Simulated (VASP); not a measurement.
A run of VASP 6.6.1 is set up as follows.

The input INCAR:

```
ALGO = Fast
EDIFF = 1E-6
ENCUT = 520
GGA = PE
ISIF = 2
ISMEAR = 0
LASPH = True
LCHARG = False
LREAL = False
LWAVE = False
NBANDS = 38
NELM = 80
PREC = Accurate
SIGMA = 0.1
```

The input KPOINTS:

```
k-points
0
Gamma
  12 12 6
```

File POSCAR:

```
Cu2Re
1.0
    3.2909028770      0.0000000000      0.0000000000
    0.0000000000      3.2909028770      0.0000000000
    0.0000000000      0.0000000000      7.5288124900
Cu Re
4 2
Direct
    0.0000000000      0.0000000000      0.0000000000
    0.5000000000      0.5000000000      0.0000000000
    0.0000000000      0.5000000000      0.2428407784
    0.5000000000      0.0000000000      0.7571592216
    0.0000000000      0.5000000000      0.5862059208
    0.5000000000      0.0000000000      0.4137940792
```

Potentials or basis: VASP PAW PBE potentials, release 64 (Cu, Re).

Run with:

```console
$ cat potpaw_PBE.64/Cu/POTCAR potpaw_PBE.64/Re/POTCAR > POTCAR
$ mpirun -np 1 vasp_std > vasp.out
```

Problem. Predict the largest force.

Solution. 0.091 eV/Å.

Problem. Estimate the band gap on the k mesh.

Solution. Zero (bands 29 and 30 overlap by 1.19 eV).

Problem. What does it give for the pressure?

Solution. 0.1 GPa.

Forces on the atoms (eV/Å):
```
Cu   0.000  0.000  0.000
Cu   0.000  0.000  0.000
Cu   0.000  0.000  0.008
Cu   0.000  0.000 -0.008
Re   0.000  0.000 -0.091
Re   0.000  0.000  0.091
```

Caveat: spin-orbit coupling is left out, which moves the levels of the heavy elements.
